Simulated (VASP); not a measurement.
**CoO: relaxation of cell and atoms with PBEsol**

CoO:

```
Co O
1.0
     1.52803    0.88221    2.21219
    -1.52803    0.88221    2.21219
     0.00000   -1.76441    2.21219
Co O
1 1
Cartesian
  0.0000 0.0000 0.0000
  0.0000 0.0000 3.3183
```

| Item | Value |
| --- | --- |
| Program | VASP 6.6.1 |
| Task | relaxation of cell and atoms |
| Functional | PBEsol |
| Potentials or basis | VASP PAW PBE potentials, release 64 (Co, O) |
| Cutoff | 600 eV |
| k mesh | 18 × 18 × 18 |
| Occupations | gaussian, width 0.1 eV |
| Spin | collinear spin, ferromagnetic start |
| Starting moments | [2.53, 0.31] μB |
| Dipole correction | no |
| Further INCAR settings | ALGO = Normal; EDIFF = 1e-07; IBRION = 2; EDIFFG = -0.005; NSW = 100; ISIF = 3 |

```
Relaxed volume                                        : 8.91 Å³/atom
Relaxed cell                                          : a = 2.828 Å, b = 2.828 Å, c = 2.828 Å, α = 65.23°, β = 65.23°, γ = 65.23°
Space group after relaxing (to 0.1 Å)                 : R-3m (No. 166)
Energy gained by relaxing                             : 0.1 meV/atom
Ionic steps                                           : 6
Pressure after relaxing                               : 0.0 GPa
Net moment                                            : 2.65 μB per cell
Site moments                                          : Co +2.35; O +0.26 μB
Valence electrons inside the program's atomic spheres : Co 7.96; O 4.98
```

Stress tensor (GPa, compression positive):
```
-0.02  0.00  0.00
 0.00 -0.02  0.00
 0.00  0.00  0.07
```

Step by step:
```csv
step,energy change (eV),largest force (eV/Å),pressure (GPa),volume (Å³)
1,0.0000,0.0000,-0.90,17.89
2,-0.0002,0.0000,0.43,17.76
3,-0.0003,0.0000,0.04,17.80
4,-0.0003,0.0000,0.02,17.80
5,-0.0003,0.0000,0.01,17.81
6,-0.0003,0.0000,0.01,17.81
```

Final structure:
```
Co O
1.0
     1.52410    0.87994    2.21352
    -1.52410    0.87994    2.21352
     0.00000   -1.75987    2.21352
Co O
1 1
Direct
  0.00000 0.00000 0.00000
  0.50000 0.50000 0.50000
```

Levels at points of the mesh, in eV from the Fermi level:
Spin up:
| k point | band 7 | band 8 | band 9 | band 10 | band 11 | band 12 |
| --- | --- | --- | --- | --- | --- | --- |
| (0.00, 0.00, 0.00) | -3.11 | -3.05 | -2.79 | 1.36 | 16.77 | 17.62 |
| (0.50, 0.00, 0.00) | -1.63 | 0.17 | 0.40 | 5.29 | 9.54 | 13.66 |
| (0.50, 0.50, 0.00) | -2.19 | -1.95 | -1.92 | 6.31 | 10.04 | 12.17 |
| (0.50, 0.50, 0.50) | -1.38 | 0.49 | 0.49 | 4.45 | 11.49 | 12.19 |
Spin down:
```csv
k point,band 2,band 3,band 4,band 5,band 6,band 7,band 8,band 9,band 10,band 11
"(0.00, 0.00, 0.00)",-3.24,-3.24,-2.48,-1.54,-1.54,-1.00,-0.24,-0.24,1.92,16.77
"(0.50, 0.00, 0.00)",-8.53,-5.45,-4.67,-0.49,-0.38,0.42,2.48,2.73,5.57,10.25
"(0.50, 0.50, 0.00)",-7.14,-4.83,-3.84,-2.64,0.03,0.07,0.39,0.82,7.12,10.47
"(0.50, 0.50, 0.50)",-8.12,-5.84,-5.84,0.05,0.05,0.39,2.86,2.86,4.73,12.27
```

Run time: 33 min on 1 thread of Oxide Virtual Turin-like Processor (shared host), peak memory 0.35 GiB.

Caveat: the PAW data sets were made with another functional, which shifts forces and pressure a little; a cell with one magnetic atom can't hold antiferromagnetic order, which such compounds often take; semilocal functionals often make such compounds metallic where correlation or magnetic order opens a gap, which also shifts bond lengths. With open d or f shells a metallic result of PBEsol can be an artefact of self-interaction; +U or a hybrid may open a gap.
